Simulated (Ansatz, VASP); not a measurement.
## Mg5ZnO6: VASP beside Ansatz

```
Mg Zn O
1.0
     3.01879    0.00000    0.00000
    -1.50940    2.61435    0.00000
     0.00000    0.00000   14.76733
Mg Zn O
5 1 6
Direct
  0.33333 0.66667 0.83230
  0.66667 0.33333 0.16770
  0.33333 0.66667 0.33390
  0.00000 0.00000 0.50000
  0.66667 0.33333 0.66610
  0.00000 0.00000 0.00000
  0.66667 0.33333 0.91339
  0.33333 0.66667 0.08661
  0.00000 0.00000 0.25086
  0.66667 0.33333 0.41695
  0.33333 0.66667 0.58305
  0.00000 0.00000 0.74914
```

Alike in both runs: task relaxation of cell and atoms; functional PBE; k mesh 12 × 12 × 2; occupations gaussian, width 0.02 eV; no spin polarisation.

|  | VASP | Ansatz |
| --- | --- | --- |
| version | VASP 6.6.1 | Ansatz 0.2.0 |
| potentials or method | VASP PAW PBE potentials, release 64 (Mg, Zn, O), cutoff 600 eV | scalar-relativistic, plane waves, PAW |
| valence electrons in the cell | 58 | 98 |

```csv
,VASP,Ansatz,Ansatz less VASP
"gap on the k mesh at the Fermi level, each at its own relaxed structure (eV)",3.30,3.30,-0.003
relaxed volume (Å³/atom),9.67,9.71,+0.045
relaxed cell length with the largest relative difference (Å),3.014,3.019,+0.0051
```

VASP's potentials hold 58 valence electrons a cell and Ansatz's 98, so a difference there can come from the potentials and not from the codes.
